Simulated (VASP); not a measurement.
# CuO (Tenorite) (C2/c) in VASP: further runs

The runs below take CuO (Tenorite) through single point, with PBEsol.

Everything below comes from runs of VASP 6.6.1. Logs are shortened: lines on timing, memory, paths and dates and some standing lists are left out, and cuts for length are marked.

### 1 The cell of the first run

It takes space group C2/c (No. 15, monoclinic). The conventional cell has a = 4.750 Å, b = 2.951 Å, c = 4.936 Å, α = 90.00°, β = 106.71°, γ = 90.00°. Within 2.5 Å of Cu (site symmetry -1) lie 6 O at 1.90 to 2.25 Å. O (site symmetry 2) has 6 Cu at 1.90 to 2.25 Å within 2.5 Å.

### 2 Single point, PBEsol

INCAR reads:

```
SYSTEM = CuO
ALGO = Normal ; EDIFF = 1E-6
ENCUT = 520 ; GGA = PS
ISIF = 2 ; ISMEAR = -1
LASPH = .TRUE. ; LCHARG = .FALSE.
LREAL = .FALSE. ; LWAVE = .FALSE.
NBANDS = 25 ; NELM = 100
PREC = Accurate ; SIGMA = 0.05
```

KPOINTS reads:

```
k-points
0
G
  10 10 5
  0 0 0
```

POSCAR reads:

```
CuO
1.0
    2.3712226618     -1.4757421503     -0.1339778958
    2.3712226618      1.4757421503     -0.1339778958
   -1.1500510265      0.0000000000      4.8004434606
Cu O
2 2
Direct
    0.5000000000      0.0000000000      0.5000000000
    0.0000000000      0.5000000000      0.0000000000
    0.3332961914      0.6667038086      0.7500000000
    0.6667038086      0.3332961914      0.2500000000
```

Potentials or basis: VASP PAW PBE potentials, release 64 (Cu, O).

On the command line:

```
$ cat potpaw_PBE.64/Cu/POTCAR potpaw_PBE.64/O/POTCAR > POTCAR
$ mpirun -np 1 vasp_std > vasp.out
```

OUTCAR:

```text
SYSTEM = CuO
   EDIFF = 1E-6
   ENCUT = 520
   GGA = PS
   ISIF = 2
   ISMEAR = -1
   LASPH = .TRUE.
   LREAL = .FALSE.
   NELM = 100
   PREC = Accurate

 ion  position               nearest neighbor table
   1  0.500  0.000  0.500-   3 1.90   4 1.90   4 1.96   3 1.96   3 2.25   4 2.25
   2  0.000  0.500  0.000-   4 1.90   3 1.90   4 1.96   3 1.96   3 2.25   4 2.25
   3  0.333  0.667  0.750-   2 1.90   1 1.90   2 1.96   1 1.96   2 2.25   1 2.25
   4  0.667  0.333  0.250-   1 1.90   2 1.90   2 1.96   1 1.96   2 2.25   1 2.25

  LATTYP: Found a base centered monoclinic cell.
 ALAT       =     4.7500092583
 B/A-ratio  =     0.6213639048
 C/A-ratio  =     1.0392151267
 COS(beta)  =    -0.2874675108

  Lattice vectors:

 A1 = (   2.3712226618,  -1.4757421503,  -0.1339778958)
 A2 = (   2.3712226618,   1.4757421503,  -0.1339778958)
 A3 = (  -1.1500510265,   0.0000000000,   4.8004434606)

Analysis of symmetry for initial positions (statically):
=====================================================================
 Subroutine PRICEL returns:
 Original cell was already a primitive cell.

 Routine SETGRP: Setting up the symmetry group for a
 base centered monoclinic supercell.

 Subroutine GETGRP returns: Found  4 space group operations
 (whereof  2 operations were pure point group operations)
 out of a pool of  4 trial point group operations.

The static configuration has the point symmetry S_2 .
 The point group associated with its full space group is C_2h.

Analysis of symmetry for dynamics (positions and initial velocities):
=====================================================================
 Subroutine PRICEL returns:
 Original cell was already a primitive cell.

 Routine SETGRP: Setting up the symmetry group for a
 base centered monoclinic supercell.

 Subroutine GETGRP returns: Found  4 space group operations
 (whereof  2 operations were pure point group operations)
 out of a pool of  4 trial point group operations.

The dynamic configuration has the point symmetry S_2 .
 The point group associated with its full space group is C_2h.

 Subroutine INISYM returns: Found  4 space group operations
 (whereof  2 operations are pure point group operations),
 and found     1 'primitive' translations

----------------------------------------------------------------------------------------

                                     Primitive cell

  volume of cell :      33.1417

  direct lattice vectors                    reciprocal lattice vectors
     2.371222662 -1.475742150 -0.133977896     0.213755113 -0.338812576  0.051209704
     2.371222662  1.475742150 -0.133977896     0.213755113  0.338812576  0.051209704
    -1.150051026  0.000000000  4.800443461     0.011931589  0.000000000  0.211172560

  length of vectors
     2.796151262  2.796151262  4.936281473     0.403865874  0.403865874  0.211509369

  position of ions in fractional coordinates (direct lattice)
     0.500000000  1.000000000  0.500000000
     1.000000000  0.500000000  1.000000000
     0.333296191  0.666703809  0.750000000
     0.666703809  0.333296191  0.250000000

  ion indices of the primitive-cell ions
   primitive index   ion index
                 1           1
                 2           2
                 3           3
                 4           4

----------------------------------------------------------------------------------------

 KPOINTS: k-points

Automatic generation of k-mesh.
 Grid dimensions read from file:
 generate k-points for:   10   10    5

 Generating k-lattice:

  Cartesian coordinates                     Fractional coordinates (reciprocal lattice)
     0.021375511 -0.033881258  0.005120970     0.100000000  0.000000000  0.000000000
     0.021375511  0.033881258  0.005120970     0.000000000  0.100000000  0.000000000
     0.002386318  0.000000000  0.042234512     0.000000000  0.000000000  0.200000000

  Length of vectors
     0.040386587  0.040386587  0.042301874

  Shift w.r.t. Gamma in fractional coordinates (k-lattice)
     0.000000000  0.000000000  0.000000000

 Subroutine IBZKPT returns following result:
 ===========================================

 Found    141 irreducible k-points:

 Following reciprocal coordinates:
            Coordinates               Weight
  0.000000  0.000000  0.000000      1.000000
  0.100000  0.000000  0.000000      4.000000
  0.200000  0.000000  0.000000      4.000000
  0.300000 -0.000000  0.000000      4.000000
  0.400000  0.000000  0.000000      4.000000
  0.500000  0.000000  0.000000      2.000000
[... 16 lines left out ...]
  0.300000  0.300000  0.000000      2.000000
  0.400000  0.300000  0.000000      4.000000
 [... further k-points ...]
   k-points           NKPTS =    141   k-points in BZ     NKDIM =    141   number of bands    NBANDS=     25
   number of dos      NEDOS =    301   number of ions     NIONS =      4
   total plane-waves  NPLWV =  23040
   dimension x,y,z NGX =    24 NGY =   24 NGZ =   40
   dimension x,y,z NGXF=    48 NGYF=   48 NGZF=   80
   ions per type =               2   2
   NGX,Y,Z   is equivalent  to a cutoff of  14.27, 14.27, 13.47 a.u.
   NGXF,Y,Z  is equivalent  to a cutoff of  28.54, 28.54, 26.94 a.u.
 SYSTEM =  CuO
   PREC   = accura    normal or accurate (medium, high low for compatibility)
   ISTART =      0    job   : 0-new  1-cont  2-samecut
   ICHARG =      2    charge: 1-file 2-atom 10-const
   ISPIN  =      1    spin polarized calculation?
   LNONCOLLINEAR =      F non collinear calculations
   LSORBIT =      F    spin-orbit coupling
   LASPH  =      T    aspherical Exc in radial PAW
   ENCUT  =  520.0 eV  38.22 Ry    6.18 a.u.   5.20  5.20  9.18*2*pi/ulx,y,z
   NELM   =    100;   NELMIN=  2; NELMDL= -5     # of ELM steps
   EDIFF  = 0.1E-05   stopping-criterion for ELM
   LREAL  =      F    real-space projection
   EDIFFG = 0.1E-04   stopping-criterion for IOM
   NSW    =      0    number of steps for IOM
   IBRION =     -1    ionic relax: 0-MD 1-quasi-New 2-CG
   NFREE  =      0    steps in history (QN), initial steepest desc. (CG)
   ISIF   =      2    stress and relaxation
   ISYM   =      2    0-nonsym 1-usesym 2-fastsym
   POTIM  = 0.5000    time-step for ionic-motion
   TEBEG  =    0.0;   TEEND  =   0.0 temperature during run
   PSTRESS=    0.0 pullay stress
   NELECT =      34.0000    total number of electrons
   NUPDOWN=      -1.0000    fix difference up-down
   EMIN   =  10.00;   EMAX   =-10.00  energy-range for DOS
   EFERMI =   0.00;   METHOD = LEGACY
   ISMEAR =    -1;   SIGMA  =   0.05  broadening in eV -4-tet -1-fermi 0-gaus
   EFERMI_NEDOS =   21; number of points for ismear=-14 and -15
   IALGO  =     38    algorithm
   IMIX   =      4    mixing-type and parameters
     AMIX     =   0.40;   BMIX     =  1.00
     AMIX_MAG =   1.60;   BMIX_MAG =  1.00
  volume/ion in A,a.u.               =       8.29        55.91
  Fermi-wavevector in a.u.,A,eV,Ry     =   1.651110  3.120146 37.091719  2.726164
  Thomas-Fermi vector in A             =   2.739945
   LORBIT       =      0    0 simple, 1 ext, 2 COOP (PROOUT), +10 PAW based schemes
   GGA     = PS    functional components
   LHFCALC =     F    Hartree Fock is set to
   AEXX    =    0.0000 exact exchange contribution
   IVDW    =     0    specifies the selected vdW correction
   LEPSILON=     F    determine dielectric tensor
   LRPA    =     F    only Hartree local field effects (RPA)
 non-spin polarized calculation
  energy-cutoff  :      520.00
  volume of cell :       33.14
 maximum number of plane-waves:       905
 NGX is ok and might be reduce to    24
   NGX = 11   NGY = 11   NGZ = 19

 number of electron      34.0000014 magnetization

 Free energy of the ion-electron system (eV)
  ---------------------------------------------------
  ext. energy  EPLUGINS =         0.00000000
  ---------------------------------------------------
  free energy    TOTEN  =       -20.72637688 eV

  energy without entropy =      -20.71101637  energy(sigma->0) =      -20.71869662

 E-fermi :   8.2179     XC(G=0): -13.4675

 val. band max:        8.2022079285   @ k =   0.4000   0.0000   0.0000
 cond. band min:       8.2284134473   @ k =   0.4000   0.1000   0.0000
 fundamental gap:      0.0262055187
 Fermi energy:         8.2178919198

 k-point     1 :       0.0000    0.0000    0.0000
  band No.  band energies     occupation
      1     -12.9719      2.00000
      2     -11.2005      2.00000
      3      -1.1470      2.00000
      4       1.9362      2.00000
      5       2.0329      2.00000
      6       4.8378      2.00000
[... 17 lines left out ...]
     24      26.0989      0.00000
     25      26.8503      0.00000

 k-point     2 :       0.1000    0.0000    0.0000
  band No.  band energies     occupation
      1     -12.8548      2.00000
      2     -11.1729      2.00000
      3      -0.9743      2.00000
      4       1.9023      2.00000
      5       2.0137      2.00000
      6       3.7289      2.00000
[... 17 lines left out ...]
     24      24.6877      0.00000
     25      26.4494      0.00000

 k-point     3 :       0.2000    0.0000    0.0000
  band No.  band energies     occupation
      1     -12.5314      2.00000
      2     -11.0980      2.00000
      3      -0.5134      2.00000
      4       1.6858      2.00000
      5       1.9561      2.00000
      6       2.3825      2.00000
[... 17 lines left out ...]
     24      24.5754      0.00000
     25      25.1457      0.00000

 k-point     4 :       0.3000   -0.0000    0.0000
  band No.  band energies     occupation
      1     -12.0881      2.00000
      2     -11.0046      2.00000
      3       0.0498      2.00000
      4       0.8925      2.00000
      5       1.4282      2.00000
      6       2.1818      2.00000
[... 17 lines left out ...]
     24      22.7830      0.00000
     25      25.4346      0.00000
[... 477 lines left out ...]
 k-point    22 :      -0.2000    0.2000    0.0000
  band No.  band energies     occupation
      1     -11.9194      2.00000
      2     -10.9472      2.00000
      3       0.3452      2.00000
      4       0.9472      2.00000
      5       1.5008      2.00000
      6       1.7631      2.00000
[... 17 lines left out ...]
     24      21.3910      0.00000
     25      23.4720      0.00000

 k-point    23 :       0.3000    0.3000    0.0000
  band No.  band energies     occupation
      1     -11.8573      2.00000
      2     -11.0557      2.00000
      3       0.3108      2.00000
      4       0.7252      2.00000
      5       1.9437      2.00000
      6       2.2257      2.00000
[... 17 lines left out ...]
     24      22.9589      0.00000
     25      24.2683      0.00000

 k-point    24 :       0.4000    0.3000    0.0000
  band No.  band energies     occupation
      1     -11.5469      2.00000
      2     -11.0016      2.00000
      3       0.0886      2.00000
      4       0.4972      2.00000
      5       1.9818      2.00000
      6       2.0826      2.00000
[... 17 lines left out ...]
     24      22.1376      0.00000
     25      23.0113      0.00000

 [... further k-points ...]

------------------------ aborting loop because EDIFF is reached ----------------------------------------

  FORCE on cell =-STRESS in cart. coord.  units (eV):
  Direction    XX          YY          ZZ          XY          YZ          ZX
  --------------------------------------------------------------------------------------
  -------------------------------------------------------------------------------------
  Total        6.4482186      6.3506354      6.4456691      0.0000000      0.0000000     -0.0129149
  in kB      311.7274221    307.0099364    311.6041697      0.0000000      0.0000000     -0.6243476
  external PRESSURE =     310.1138427 kB  Pullay stress =       0.0000000 kB

 VOLUME and BASIS-vectors are now :
 -----------------------------------------------------------------------------
  energy-cutoff  :      520.00
  volume of cell :       33.14
      direct lattice vectors                 reciprocal lattice vectors
     2.371222662 -1.475742150 -0.133977896     0.213755113 -0.338812576  0.051209704
     2.371222662  1.475742150 -0.133977896     0.213755113  0.338812576  0.051209704
    -1.150051026  0.000000000  4.800443461     0.011931589  0.000000000  0.211172560

 POSITION                                       TOTAL-FORCE (eV/Angst)
 -----------------------------------------------------------------------------------
      0.61059     -0.73787      2.33323         0.000000     -0.000000      0.000000
      1.18561      0.73787     -0.06699         0.000000     -0.000000      0.000000
      1.50868      0.49202      3.46635        -0.000000      0.075979      0.000000
      2.08371     -0.49202      1.06613         0.000000     -0.075979     -0.000000
 -----------------------------------------------------------------------------------
    total drift:                               -0.000000     -0.000000     -0.000000

  FREE ENERGIE OF THE ION-ELECTRON SYSTEM (eV)
  ---------------------------------------------------
  free  energy   TOTEN  =       -20.7263768759 eV

  energy  without entropy=      -20.7110163725  energy(sigma->0) =      -20.71869662
```

It took 76 s on 1 thread of Intel Xeon Platinum 8488C (Sapphire Rapids), shared host; peak memory 0.22 GiB.

Results:

```yaml
Free_energy: -20.7264 eV
Pressure: 31.0 GPa
Largest_force: 0.076 eV/Å
Band_gap_on_the_k_mesh: zero (band 17 reaches 8.58 eV, above the bottom of band 18 at 7.94 eV)
```

Forces in eV/Å, atoms in the order of the input:
```
Cu   0.000  0.000  0.000
Cu   0.000  0.000  0.000
O    0.000  0.076  0.000
O    0.000 -0.076  0.000
```

Stress tensor (GPa, compression positive):
```
31.17  0.00 -0.06
 0.00 30.70  0.00
-0.06  0.00 31.16
```

Caveat: the PAW data sets were made with another functional, which shifts forces and pressure a little; semilocal functionals often make such compounds metallic where correlation or magnetic order opens a gap, which also shifts bond lengths. With open d or f shells a metallic result of PBEsol can be an artefact of self-interaction; +U or a hybrid may open a gap.

(Part 1 of 2 ends here.)
